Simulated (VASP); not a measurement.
# Nb in VASP: single point with PBE

Aim: the single point of Nb with PBE.

All numbers are computed with VASP 6.6.1; they aren't measurements. Logs are shortened: lines on timing, memory, paths and dates and some standing lists are left out, and cuts for length are marked.

**1. The cell of the first run**

The cell holds a slab with vacuum, 4 atoms: a = 3.311 Å, b = 3.311 Å, c = 18.967 Å, α = 90.00°, β = 90.00°, γ = 90.00°.

**2. Single point, PBE**

The input, INCAR:

```
ALGO     = Normal         # electronic algorithm
DIPOL    = 0.5 0.5 0.497
EDIFF    = 1E-6           # SCF threshold, eV
ENCUT    = 520            # plane-wave cutoff, eV
GGA      = PE             # functional
IDIPOL   = 3            
ISIF     = 2              # what is computed and relaxed
ISMEAR   = 0              # smearing method
LASPH    = T              # aspherical terms in the spheres
LCHARG   = F              # write CHGCAR
LDIPOL   = T            
LREAL    = F              # projectors in reciprocal space
LWAVE    = F              # write WAVECAR
NBANDS   = 34             # bands
NELM     = 100            # most SCF steps
PREC     = Accurate       # precision mode
SIGMA    = 0.1            # smearing width, eV
```

The input, KPOINTS:

```
k-points
0
Gamma
  9 9 1
```

The input, POSCAR:

```
Nb
1.0
    3.3111160015      0.0000000000      0.0000000000
    0.0000000000      3.3111160015      0.0000000000
    0.0000000000      0.0000000000     18.9666740023
Nb
4
Direct
    0.5000000000      0.5000000000      0.3690683986
    0.0000000000      0.0000000000      0.4563561329
    0.5000000000      0.5000000000      0.5417000986
    0.0000000000      0.0000000000      0.6221070001
```

Potentials or basis: VASP PAW PBE potentials, release 64 (Nb_sv).

On the command line:

```console
$ cat potpaw_PBE.64/Nb_sv/POTCAR > POTCAR
$ mpirun -np 1 vasp_std > vasp.out
```

OUTCAR:

```text
EDIFF = 1E-6
   ENCUT = 520
   GGA = PE
   ISIF = 2
   ISMEAR = 0
   LASPH = T
   LREAL = F
   NELM = 100
   PREC = Accurate

 ion  position               nearest neighbor table
   1  0.500  0.500  0.369-   2 2.87   2 2.87   2 2.87   2 2.87
   2  0.000  0.000  0.456-   3 2.85   3 2.85   3 2.85   3 2.85   1 2.87   1 2.87   1 2.87   1 2.87

   3  0.500  0.500  0.542-   4 2.79   4 2.79   4 2.79   4 2.79   2 2.85   2 2.85   2 2.85   2 2.85

   4  0.000  0.000  0.622-   3 2.79   3 2.79   3 2.79   3 2.79

  LATTYP: Found a simple tetragonal cell.
 ALAT       =     3.3111160015
 C/A-ratio  =     5.7281816746

  Lattice vectors:

 A1 = (   3.3111160015,   0.0000000000,   0.0000000000)
 A2 = (   0.0000000000,   3.3111160015,   0.0000000000)
 A3 = (   0.0000000000,   0.0000000000,  18.9666740023)

Analysis of symmetry for initial positions (statically):
=====================================================================
 Subroutine PRICEL returns:
 Original cell was already a primitive cell.

 Routine SETGRP: Setting up the symmetry group for a
 simple tetragonal supercell.

 Subroutine GETGRP returns: Found  8 space group operations
 (whereof  8 operations were pure point group operations)
 out of a pool of 16 trial point group operations.

The static configuration has the point symmetry C_4v.

Analysis of symmetry for dynamics (positions and initial velocities):
=====================================================================
 Subroutine PRICEL returns:
 Original cell was already a primitive cell.

 Routine SETGRP: Setting up the symmetry group for a
 simple tetragonal supercell.

 Subroutine GETGRP returns: Found  8 space group operations
 (whereof  8 operations were pure point group operations)
 out of a pool of 16 trial point group operations.

The dynamic configuration has the point symmetry C_4v.

 Subroutine INISYM returns: Found  8 space group operations
 (whereof  8 operations are pure point group operations),
 and found     1 'primitive' translations

----------------------------------------------------------------------------------------

                                     Primitive cell

  volume of cell :     207.9409

  direct lattice vectors                    reciprocal lattice vectors
     3.311116001  0.000000000  0.000000000     0.302012977  0.000000000  0.000000000
     0.000000000  3.311116001  0.000000000     0.000000000  0.302012977  0.000000000
     0.000000000  0.000000000 18.966674002     0.000000000  0.000000000  0.052724057

  length of vectors
     3.311116001  3.311116001 18.966674002     0.302012977  0.302012977  0.052724057

  position of ions in fractional coordinates (direct lattice)
     0.500000000  0.500000000  0.369068399
     0.000000000  0.000000000  0.456356133
     0.500000000  0.500000000  0.541700099
     0.000000000  0.000000000  0.622107000

  ion indices of the primitive-cell ions
   primitive index   ion index
                 1           1
                 2           2
                 3           3
                 4           4

----------------------------------------------------------------------------------------

 KPOINTS: k-points

Automatic generation of k-mesh.
 Grid dimensions read from file:
 generate k-points for:    9    9    1

 Generating k-lattice:

  Cartesian coordinates                     Fractional coordinates (reciprocal lattice)
     0.033556997  0.000000000  0.000000000     0.111111111  0.000000000  0.000000000
     0.000000000  0.033556997  0.000000000     0.000000000  0.111111111  0.000000000
     0.000000000  0.000000000  0.052724057     0.000000000  0.000000000  1.000000000

  Length of vectors
     0.033556997  0.033556997  0.052724057

  Shift w.r.t. Gamma in fractional coordinates (k-lattice)
     0.000000000  0.000000000  0.000000000

 Subroutine IBZKPT returns following result:
 ===========================================

 Found     15 irreducible k-points:

 Following reciprocal coordinates:
            Coordinates               Weight
  0.000000  0.000000  0.000000      1.000000
  0.111111  0.000000  0.000000      4.000000
  0.222222  0.000000  0.000000      4.000000
  0.333333  0.000000  0.000000      4.000000
  0.444444  0.000000  0.000000      4.000000
  0.111111  0.111111  0.000000      4.000000
  0.222222  0.111111  0.000000      8.000000
  0.333333  0.111111  0.000000      8.000000
  0.444444  0.111111  0.000000      8.000000
  0.222222  0.222222  0.000000      4.000000
  0.333333  0.222222  0.000000      8.000000
  0.444444  0.222222  0.000000      8.000000
  0.333333  0.333333  0.000000      4.000000
  0.444444  0.333333  0.000000      8.000000
  0.444444  0.444444  0.000000      4.000000
   k-points           NKPTS =     15   k-points in BZ     NKDIM =     15   number of bands    NBANDS=     34
   number of dos      NEDOS =    301   number of ions     NIONS =      4
   total plane-waves  NPLWV = 112896
   dimension x,y,z NGX =    28 NGY =   28 NGZ =  144
   dimension x,y,z NGXF=    56 NGYF=   56 NGZF=  288
   ions per type =               4
   NGX,Y,Z   is equivalent  to a cutoff of  14.06, 14.06, 12.62 a.u.
   NGXF,Y,Z  is equivalent  to a cutoff of  28.12, 28.12, 25.24 a.u.
 SYSTEM =  unknown system
   PREC   = accura    normal or accurate (medium, high low for compatibility)
   ISTART =      0    job   : 0-new  1-cont  2-samecut
   ICHARG =      2    charge: 1-file 2-atom 10-const
   ISPIN  =      1    spin polarized calculation?
   LNONCOLLINEAR =      F non collinear calculations
   LSORBIT =      F    spin-orbit coupling
   LASPH  =      T    aspherical Exc in radial PAW
   ENCUT  =  520.0 eV  38.22 Ry    6.18 a.u.   6.16  6.16 35.27*2*pi/ulx,y,z
   NELM   =    100;   NELMIN=  2; NELMDL= -5     # of ELM steps
   EDIFF  = 0.1E-05   stopping-criterion for ELM
   LREAL  =      F    real-space projection
   EDIFFG = 0.1E-04   stopping-criterion for IOM
   NSW    =      0    number of steps for IOM
   IBRION =     -1    ionic relax: 0-MD 1-quasi-New 2-CG
   NFREE  =      0    steps in history (QN), initial steepest desc. (CG)
   ISIF   =      2    stress and relaxation
   ISYM   =      2    0-nonsym 1-usesym 2-fastsym
   POTIM  = 0.5000    time-step for ionic-motion
   TEBEG  =    0.0;   TEEND  =   0.0 temperature during run
   PSTRESS=    0.0 pullay stress
   NELECT =      52.0000    total number of electrons
   NUPDOWN=      -1.0000    fix difference up-down
   EMIN   =  10.00;   EMAX   =-10.00  energy-range for DOS
   EFERMI =   0.00;   METHOD = LEGACY
   ISMEAR =     0;   SIGMA  =   0.10  broadening in eV -4-tet -1-fermi 0-gaus
   EFERMI_NEDOS =   21; number of points for ismear=-14 and -15
   IALGO  =     38    algorithm
   IMIX   =      4    mixing-type and parameters
     AMIX     =   0.40;   BMIX     =  1.00
     AMIX_MAG =   1.60;   BMIX_MAG =  1.00
  volume/ion in A,a.u.               =      51.99       350.81
  Fermi-wavevector in a.u.,A,eV,Ry     =   1.031405  1.949073 14.473831  1.063797
  Thomas-Fermi vector in A             =   2.165552
   LORBIT       =      0    0 simple, 1 ext, 2 COOP (PROOUT), +10 PAW based schemes
   GGA     = PE    functional components
   LHFCALC =     F    Hartree Fock is set to
   AEXX    =    0.0000 exact exchange contribution
   IVDW    =     0    specifies the selected vdW correction
   LEPSILON=     F    determine dielectric tensor
   LRPA    =     F    only Hartree local field effects (RPA)
 non-spin polarized calculation
 Gauss-broadening in eV      SIGMA  =   0.10
  energy-cutoff  :      520.00
  volume of cell :      207.94
 maximum number of plane-waves:      5640
 NGX is ok and might be reduce to    28
   NGX = 13   NGY = 13   NGZ = 71

 dipolmoment           0.000000      0.000000      0.005407 electrons x Angstroem

 number of electron      52.0000003 magnetization

 dipolmoment           0.000000      0.000000     -0.006940 electrons x Angstroem

 Free energy of the ion-electron system (eV)
  ---------------------------------------------------
  ext. energy  EPLUGINS =         0.00000000
  ---------------------------------------------------
  free energy    TOTEN  =       -37.31317825 eV

  energy without entropy =      -37.27341576  energy(sigma->0) =      -37.29329700

 E-fermi :   1.7968     XC(G=0):  -5.5634

 val. band max:        1.7545494883   @ k =   0.4444   0.1111   0.0000
 cond. band min:       1.7968804119   @ k =   0.4444   0.1111   0.0000
 fundamental gap:      0.0423309237
 Fermi energy:         1.7967982772

 k-point     1 :       0.0000    0.0000    0.0000
  band No.  band energies     occupation
      1     -53.3625      2.00000
      2     -53.2613      2.00000
      3     -52.7660      2.00000
      4     -52.5041      2.00000
      5     -29.5201      2.00000
      6     -29.4269      2.00000
[... 26 lines left out ...]
     33       3.2637      0.00000
     34       3.9151      0.00000

 k-point     2 :       0.1111    0.0000    0.0000
  band No.  band energies     occupation
      1     -53.3586      2.00000
      2     -53.2562      2.00000
      3     -52.7614      2.00000
      4     -52.5095      2.00000
      5     -29.5404      2.00000
      6     -29.4341      2.00000
[... 26 lines left out ...]
     33       3.8858      0.00000
     34       4.0555      0.00000

 k-point     3 :       0.2222    0.0000    0.0000
  band No.  band energies     occupation
      1     -53.3487      2.00000
      2     -53.2432      2.00000
      3     -52.7485      2.00000
      4     -52.5247      2.00000
      5     -29.5906      2.00000
      6     -29.4995      2.00000
[... 26 lines left out ...]
     33       3.9622      0.00000
     34       4.1822      0.00000

 k-point     4 :       0.3333    0.0000    0.0000
  band No.  band energies     occupation
      1     -53.3375      2.00000
      2     -53.2283      2.00000
      3     -52.7305      2.00000
      4     -52.5454      2.00000
      5     -29.6444      2.00000
      6     -29.6138      2.00000
[... 26 lines left out ...]
     33       4.0042      0.00000
     34       4.2400      0.00000

 k-point     5 :       0.4444    0.0000    0.0000
  band No.  band energies     occupation
      1     -53.3301      2.00000
      2     -53.2184      2.00000
      3     -52.7157      2.00000
      4     -52.5622      2.00000
      5     -29.6908      2.00000
      6     -29.6672      2.00000
[... 288 lines left out ...]
 k-point    13 :       0.3333    0.3333    0.0000
  band No.  band energies     occupation
      1     -53.3213      2.00000
      2     -53.2096      2.00000
      3     -52.7073      2.00000
      4     -52.5483      2.00000
      5     -29.6083      2.00000
      6     -29.5809      2.00000
[... 26 lines left out ...]
     33       4.7546      0.00000
     34       4.9426      0.00000

 k-point    14 :       0.4444    0.3333    0.0000
  band No.  band energies     occupation
      1     -53.3166      2.00000
      2     -53.2042      2.00000
      3     -52.7000      2.00000
      4     -52.5496      2.00000
      5     -29.6385      2.00000
      6     -29.6126      2.00000
[... 26 lines left out ...]
     33       4.8052      0.00000
     34       4.9410      0.00000

 k-point    15 :       0.4444    0.4444    0.0000
  band No.  band energies     occupation
      1     -53.3126      2.00000
      2     -53.2000      2.00000
      3     -52.6954      2.00000
      4     -52.5460      2.00000
      5     -29.6839      2.00000
      6     -29.6735      2.00000
[... 26 lines left out ...]
     33       5.0326      0.00000
     34       5.1287      0.00000

------------------------ aborting loop because EDIFF is reached ----------------------------------------

 vacuum level on the upper side and lower side of the slab       (xc-potential included)        -0.324        -0.233

  FORCE on cell =-STRESS in cart. coord.  units (eV):
  Direction    XX          YY          ZZ          XY          YZ          ZX
  --------------------------------------------------------------------------------------
  -------------------------------------------------------------------------------------
  Total       -4.0951974     -4.0951974     -1.2721656      0.0000000     -0.0000000      0.0000000
  in kB      -31.5533480    -31.5533480     -9.8019901      0.0000000     -0.0000000      0.0000000
  external PRESSURE =     -24.3028954 kB  Pullay stress =       0.0000000 kB

 VOLUME and BASIS-vectors are now :
 -----------------------------------------------------------------------------
  energy-cutoff  :      520.00
  volume of cell :      207.94
      direct lattice vectors                 reciprocal lattice vectors
     3.311116001  0.000000000  0.000000000     0.302012977  0.000000000  0.000000000
     0.000000000  3.311116001  0.000000000     0.000000000  0.302012977  0.000000000
     0.000000000  0.000000000 18.966674002     0.000000000  0.000000000  0.052724057

 POSITION                                       TOTAL-FORCE (eV/Angst)
 -----------------------------------------------------------------------------------
      1.65556      1.65556      7.00000         0.000000      0.000000      0.673134
      0.00000      0.00000      8.65556         0.000000      0.000000     -0.646297
      1.65556      1.65556     10.27425        -0.000000     -0.000000      0.014446
      0.00000      0.00000     11.79930         0.000000      0.000000     -0.041283
 -----------------------------------------------------------------------------------
    total drift:                               -0.000000      0.000000     -0.001057

  FREE ENERGIE OF THE ION-ELECTRON SYSTEM (eV)
  ---------------------------------------------------
  free  energy   TOTEN  =       -37.3131782472 eV

  energy  without entropy=      -37.2734157601  energy(sigma->0) =      -37.29329700

 vacuum level on the upper side and lower side of the slab         5.138         5.234
```

Run time: 3.2 min. Hardware: 1 thread of Intel Xeon Platinum 8488C (Sapphire Rapids), shared host; peak memory 0.35 GiB.

What came out:

| Item | Value |
| --- | --- |
| Free energy | -37.3132 eV |
| Largest force | 0.673 eV/Å |
| Band gap on the k mesh | zero (bands 26 and 27 overlap by 0.17 eV) |

Forces in eV/Å, atoms in the order of the input:
```
Nb   0.000  0.000  0.673
Nb   0.000  0.000 -0.646
Nb   0.000  0.000  0.014
Nb   0.000  0.000 -0.041
```
